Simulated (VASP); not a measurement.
Write the native input for VASP 6.6.1 that does the following.

| Item | Value |
| --- | --- |
| Task | electric field gradients |
| Functional | PBEsol |
| Potentials or basis | VASP PAW PBE potentials, release 64 (B, N) |
| Cutoff | 520 eV |
| k mesh | 13 × 13 × 13 |
| Occupations | fermi-dirac, width 0.03 eV |
| Spin | no spin polarisation |
| Dipole correction | no |
| Further INCAR settings | ALGO = Normal; EDIFF = 1e-08; NBANDS = 11 |

The structure of BN lies in POSCAR:

```
BN
1.0
   -0.0180750000      1.7984625000      1.7984625000
    1.7984625000     -0.0180750000      1.7984625000
    1.7984625000      1.7984625000     -0.0180750000
B N
1 1
Direct
    0.0000000000      0.0000000000      0.0000000000
    0.7500000000      0.7500000000      0.7500000000
```

This cell differs from its parent crystal: equal xy, yz and zx shear strains of -1 %.

The input as run:

INCAR

```
  PREC = Accurate
  ENCUT = 520
  EDIFF = 1E-8
  ISMEAR = -1
  SIGMA = 0.03
  LREAL = F
  LASPH = T
  NELM = 80
  ALGO = Normal
  ISIF = 2
  LWAVE = F
  LCHARG = F
  GGA = PS
  LEFG = T
  NBANDS = 11
```

KPOINTS

```
Automatic mesh
0
Gamma
  13 13 13
```

Potentials or basis: VASP PAW PBE potentials, release 64 (B, N).

The run is started by

```console
$ cat potpaw_PBE.64/B/POTCAR potpaw_PBE.64/N/POTCAR > POTCAR
$ mpirun -np 1 vasp_std > vasp.out
```

Results of the run:

```yaml
Pressure: -2.2 GPa
Largest_force: 0.051 eV/Å
Band_gap_on_the_k_mesh: 4.31 eV (least direct gap 8.59 eV)
Largest_electric_field_gradient_by_atom: B -1.3; N -3.3 V/Å²
```

Caveat: the cell differs from its parent crystal (equal xy, yz and zx shear strains of -1 %); without QUAD_EFG the Cq values of the log hold for a quadrupole moment of 1 mb, not for the nuclei; the PAW data sets were made with another functional, which shifts forces and pressure a little; an odd mesh through Γ misses points on the zone boundary, where band edges can lie.

Run time: 37 s on 1 thread of Intel Xeon 8259CL, on a shared host, peak memory 0.14 GiB.
